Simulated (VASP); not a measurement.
Write the native input for VASP 6.6.1 that does the following.

- Task: single point
- Functional: r2SCAN
- Potentials or basis: VASP PAW PBE potentials, release 64 (Mg, O)
- Cutoff: 520 eV
- k mesh: 8 × 8 × 8
- Occupations: fermi-dirac, width 0.1 eV
- Spin: no spin polarisation
- Dipole correction: no
- Further INCAR settings: ALGO = Normal; EDIFF = 1e-07; NBANDS = 11

The system is MgO.

```xyz
2
Lattice="0.0000 2.1065 2.1065 2.1065 0.0000 2.1065 2.1065 2.1065 0.0000" Properties=species:S:1:pos:R:3 pbc="T T T"
Mg    0.0000    0.0000    0.0000
O     2.1065    2.1065    2.1065
```

One way to write it, as run:

POSCAR

```
MgO
1.0
    0.0000000000      2.1065500000      2.1065500000
    2.1065500000      0.0000000000      2.1065500000
    2.1065500000      2.1065500000      0.0000000000
Mg O
1 1
Direct
    0.0000000000      0.0000000000      0.0000000000
    0.5000000000      0.5000000000      0.5000000000
```

INCAR.step1

```
SYSTEM = MgO
ALGO = Normal
EDIFF = 1E-4
ENCUT = 520
GGA = PE
ISMEAR = -1
LASPH = .True.
LCHARG = .False.
LREAL = .False.
LWAVE = .True.
NBANDS = 11
NELM = 60
PREC = Accurate
SIGMA = 0.1
```

INCAR.step2

```
SYSTEM = MgO
ALGO = Normal
EDIFF = 1E-7
ENCUT = 520
ISIF = 2
ISMEAR = -1
ISTART = 1
LASPH = .True.
LCHARG = .False.
LMIXTAU = .True.
LREAL = .False.
LWAVE = .False.
METAGGA = R2SCAN
NBANDS = 11
NELM = 60
PREC = Accurate
SIGMA = 0.1
```

KPOINTS

```
k-points
0
Gamma
  8 8 8
  0 0 0
```

Potentials or basis: VASP PAW PBE potentials, release 64 (Mg, O).

The run is started by

```console
$ cat potpaw_PBE.64/Mg/POTCAR potpaw_PBE.64/O/POTCAR > POTCAR
$ cp INCAR.step1 INCAR
$ mpirun -np 1 vasp_std > vasp.out
$ cp INCAR.step2 INCAR
$ mpirun -np 1 vasp_std > vasp.out
```

It gave:

The pressure is -2.2 GPa. The band gap on the k mesh is 5.60 eV, direct.

Caveat: the PAW data sets were made with another functional, which shifts forces and pressure a little.

Run time: 46 s on 1 thread of AMD EPYC 7R43 64-Core Processor (Zen 3), with other jobs on the host, peak memory 0.11 GiB.
